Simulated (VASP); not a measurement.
Runs of VASP 6.6.1 on CdF2. The structure is that of space group Fm-3m (No. 225), or close to it. The cells are those of the table. 

```csv
task,cell,cutoff (eV),gap on the mesh (eV),pressure (GPa)
single point,"a = 3.742 Å, angles 60.0, 60.0, 90.0°, 3 atoms",520,(b),8.4
single point,"a = 3.789 Å, angles 60.0, 60.0, 90.0°, 3 atoms",520,3.81,3.1
relaxation of cell and atoms,"relaxed to -2 GPa from a = 3.810 Å, angles 60.0, 60.0, 90.0°, 3 atoms",600,3.66,-2.0
single point,"a = 3.769 Å, angles 60.0, 60.0, 90.0°, 3 atoms",520,(c),(a)
single point,"a = 3.834 Å, angles 60.0, 60.0, 90.0°, 3 atoms",520,3.68,-1.1
```

Alike in all rows: level r2SCAN; potentials or basis VASP PAW PBE potentials, release 64 (Cd, F); no spin polarisation; k mesh 8 × 8 × 8; smearing gaussian 0.01 eV.

**Question.** Fill in the values left out.

**Answer.** (a) 5.2; (b) 3.95; (c) 3.87.

Caveats: the PAW data sets were made with another functional, which shifts forces and pressure a little; the cell stands under pressure (at least some runs); the cell is relaxed towards a set pressure, so the run minimises the enthalpy, not the energy (at least some runs).

A k mesh can miss the band edges, and the runs leave out spin-orbit coupling on Cd.
